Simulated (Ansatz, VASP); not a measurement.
# One calculation of In, two programs

```
CELL_PARAMETERS angstrom
-1.81231 1.81231 1.81231
1.81231 -1.81231 1.81231
1.81231 1.81231 -1.81231
ATOMIC_POSITIONS crystal
In 0.00000 0.00000 0.00000
```

Alike in both runs: task single point; functional PBEsol; k mesh 13 × 13 × 13; occupations fermi-dirac, width 0.1 eV; no spin polarisation.

```csv
,VASP,Ansatz
version,VASP 6.6.1,Ansatz 0.2.0
potentials or method,"VASP PAW PBE potentials, release 64 (In_d), cutoff 520 eV","plane waves (420 eV) with PAW, scalar-relativistic"
valence electrons in the cell,13,13
```

|  | VASP | Ansatz | Ansatz less VASP |
| --- | --- | --- | --- |
| pressure (GPa) | 4.4 | 4.4 | 0.00 |

VASP's potentials were made for PBE, not for PBEsol, and Ansatz warns of the same on its side. With one functional, cell and mesh, what is left measures potentials, basis and numerics.
